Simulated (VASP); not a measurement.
Set up this calculation in VASP 6.6.1, as the native input.

| Item | Value |
| --- | --- |
| Task | single point |
| Functional | PBE |
| Dispersion | D3(BJ) |
| Potentials or basis | VASP PAW PBE potentials, release 64 (Be) |
| Cutoff | 520 eV |
| k mesh | 24 × 24 × 12 |
| Occupations | gaussian, width 0.15 eV |
| Spin | no spin polarisation |
| Dipole correction | no |
| Further INCAR settings | ALGO = Fast; EDIFF = 1e-07; NBANDS = 9 |

The structure of Be lies in POSCAR:

```
Be
1.0
    2.2141966284      0.0000000000      0.0000000000
   -1.1070983142      1.9175505292      0.0000000000
    0.0000000000      0.0000000000      3.5001053904
Be
2
Direct
    0.3244955082      0.6908120539      0.2500000000
    0.6755044918      0.3091879461      0.7500000000
```

This cell differs from its parent crystal: atoms displaced along several vibrational modes.

These files were run (other wordings do the same):

INCAR

```
  PREC = Accurate
  ENCUT = 520
  EDIFF = 1E-7
  ISMEAR = 0
  SIGMA = 0.15
  LREAL = False
  LASPH = True
  NELM = 80
  ALGO = Fast
  ISIF = 2
  LWAVE = False
  LCHARG = True
  GGA = PE
  IVDW = 12
  LELF = True
  LVHAR = True
  NBANDS = 9
```

KPOINTS

```
regular mesh
0
Gamma
  24 24 12
```

Potentials or basis: VASP PAW PBE potentials, release 64 (Be).

The run is started by

```console
$ cat potpaw_PBE.64/Be/POTCAR > POTCAR
$ mpirun -np 1 vasp_std > vasp.out
```

It gave:

* Pressure: 0.5 GPa
* Largest force: 0.454 eV/Å
* Band gap on the k mesh: zero (bands 2 and 3 overlap by 2.22 eV)
* Dispersion energy per atom: -0.379 eV

Caveat: the cell differs from its parent crystal (atoms displaced along several vibrational modes); the stress differs along the axes, from -3 to 3 GPa.

It took 4.6 min on 1 thread of Oxide Virtual Turin-like Processor (shared host), peak memory 0.3 GiB.
